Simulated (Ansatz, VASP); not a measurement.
**Two plane-wave programs on TiSi6**

```
Ti Si
1.0
     4.88145    0.00000    0.00000
    -2.44072    4.22746    0.00000
     0.00000    0.00000    4.13632
Ti Si
1 6
Direct
  0.00000 0.00000 0.00000
  0.00000 0.33361 0.50000
  0.66639 0.66639 0.50000
  0.33361 0.00000 0.50000
  0.00000 0.66639 0.50000
  0.33361 0.33361 0.50000
  0.66639 0.00000 0.50000
```

Change from the starting cell: species swapped into the LiC6 type (P6/mmm, No. 191).

Alike in both runs: task relaxation of cell and atoms; functional PBE; k mesh 6 × 6 × 4; occupations gaussian, width 0.1 eV; no spin polarisation.

|  | VASP | Ansatz |
| --- | --- | --- |
| version | VASP 6.6.1 | Ansatz 0.2.0 |
| potentials or method | VASP PAW PBE potentials, release 64 (Ti_sv, Si), cutoff 600 eV | scalar-relativistic, plane waves, PAW |
| valence electrons in the cell | 36 | 36 |

```csv
,VASP,Ansatz,Ansatz less VASP
"gap on the k mesh at the Fermi level, each at its own relaxed structure (eV)",none,none,-
relaxed volume (Å³/atom),17.38,20.12,+2.738
relaxed length of the cell vector where the two differ most in proportion (Å),2.750,3.551,+0.8010
```

A gap of «none» marks a metal or a gap that the smearing closes. One of these differences is far larger than is usual between the two programs; its cause wasn't traced.

The k mesh is coarse, so the values compare programs but aren't converged. Noted on VASP's run: the volume moved by over 15 % at a fixed basis, so the end points are rough.
